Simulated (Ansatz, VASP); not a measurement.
GaAs: VASP beside Ansatz

```xyz
2
Lattice="4.0621 0.0000 0.0000 0.0000 5.7446 0.0000 0.0000 0.0000 13.0000" Properties=species:S:1:pos:R:3 pbc="T T T"
Ga    1.0155    0.7181    6.5000
As    3.0465    5.0265    6.5000
```

Alike in both runs: task single point; functional PBE; k mesh 8 × 5 × 1; occupations fermi-dirac, width 0.02 eV; no spin polarisation.

|  | VASP | Ansatz |
| --- | --- | --- |
| version | VASP 6.6.1 | Ansatz 0.2.0 |
| potentials or method | VASP PAW PBE potentials, release 64 (Ga_d, As), cutoff 520 eV | all-electron LAPW, scalar-relativistic |

```tsv
	VASP	Ansatz	Ansatz less VASP
rms of the force components (eV/Å)	0.846	0.856	+0.0106
```

Atom by atom the forces differ by 0.011 eV/Å (rms over components). Ansatz ran all-electron here, and VASP with PAW potentials.
